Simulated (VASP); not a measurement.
A run of VASP 6.6.1:

INCAR

```
PREC = Accurate ; ENCUT = 520
EDIFF = 1E-6 ; ISMEAR = 0
SIGMA = 0.02 ; LREAL = False
LASPH = True ; NELM = 100
ALGO = Normal ; ISIF = 2
LWAVE = False ; LCHARG = False
GGA = PE ; NBANDS = 45
```

Contents of KPOINTS:

```
regular mesh
0
Gamma
  6 6 6
```

File POSCAR:

```
Si3N4
1.0
    0.0000000000      3.8946186242      3.8946186242
    3.8946186242      0.0000000000      3.8946186242
    3.8946186242      3.8946186242      0.0000000000
Si N
6 8
Direct
    0.1250000000      0.1250000000      0.6250000000
    0.1250000000      0.6250000000      0.1250000000
    0.6250000000      0.1250000000      0.1250000000
    0.1250000000      0.1250000000      0.1250000000
    0.7500000000      0.7500000000      0.7500000000
    0.5000000000      0.5000000000      0.5000000000
    0.3675422895      0.3675422895      0.3675422895
    0.3526268684      0.8824577105      0.8824577105
    0.8824577105      0.8824577105      0.3526268684
    0.8824577105      0.3526268684      0.8824577105
    0.3675422895      0.3675422895      0.8973731316
    0.3675422895      0.8973731316      0.3675422895
    0.8824577105      0.8824577105      0.8824577105
    0.8973731316      0.3675422895      0.3675422895
```

Potentials or basis: VASP PAW PBE potentials, release 64 (Si, N).

Run with:

```sh
$ cat potpaw_PBE.64/Si/POTCAR potpaw_PBE.64/N/POTCAR > POTCAR
$ mpirun -np 1 vasp_std > vasp.out
```

Hardware: 1 thread of Intel Xeon 8259CL (shared host).

Question: How long does it take, and how much memory?

Answer: Wall time 2.2 min on 1 thread of Intel Xeon 8259CL, on a shared host, peak memory 0.28 GiB. Counts: scf iterations 13, k points 16.
